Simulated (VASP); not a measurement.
Wanted: the native input for a VASP 6.6.1 run.

* Task: relaxation of cell and atoms
* Functional: PBE
* Potentials or basis: VASP PAW PBE potentials, release 64 (Gd)
* Cutoff: 600 eV
* k mesh: 17 × 17 × 17
* Occupations: fermi-dirac, width 0.08 eV
* Spin: collinear spin, ferromagnetic start
* Starting moments: [7.0] μB
* Target pressure: 100 GPa
* Dipole correction: no
* Further INCAR settings: ALGO = Normal; EDIFF = 1e-07; IBRION = 2; EDIFFG = -0.005; NSW = 60; ISIF = 3

The structure of Gd lies in POSCAR:

```
Gd
1.0
    0.0000000000      1.9258090535      1.9258090535
    1.9258090535      0.0000000000      1.9258090535
    1.9258090535      1.9258090535      0.0000000000
Gd
1
Direct
    0.0000000000      0.0000000000      0.0000000000
```

One way to write it, as run:

INCAR

```
  ALGO = Normal
  EDIFF = 1E-7
  EDIFFG = -0.005
  ENCUT = 600
  GGA = PE
  IBRION = 2
  ISIF = 3
  ISMEAR = -1
  ISPIN = 2
  LASPH = True
  LCHARG = False
  LMAXMIX = 6
  LORBIT = 11
  LREAL = False
  LWAVE = False
  MAGMOM = 7
  NELM = 150
  NSW = 60
  PREC = Accurate
  PSTRESS = 1000.0
  SIGMA = 0.08
```

KPOINTS

```
k-points
0
Gamma
  17 17 17
```

Potentials or basis: VASP PAW PBE potentials, release 64 (Gd).

Launch:

```sh
$ cat potpaw_PBE.64/Gd/POTCAR > POTCAR
$ mpirun -np 1 vasp_std > vasp.out
```

It gave:

```json
{"Relaxed volume": "14.49 Å³/atom", "Relaxed cell": "a = 2.737 Å, b = 2.737 Å, c = 2.737 Å, α = 60.00°, β = 60.00°, γ = 60.00°", "Space group after relaxing (to 0.05 Å)": "Fm-3m (No. 225)", "Energy change on relaxing (the enthalpy is what falls)": "-131.2 meV/atom", "Ionic steps": "3", "Pressure after relaxing": "100.0 GPa", "Net moment": "6.60 μB per cell", "Site moments": "Gd +6.43 μB", "Valence electrons inside the program's atomic spheres": "Gd 16.12"}
```

Caveat: the cell is relaxed towards a set pressure, so the enthalpy falls and the energy may rise.

Run time: 12 min on 1 thread of Oxide Virtual Turin-like Processor, with other jobs on the host, peak memory 0.21 GiB.
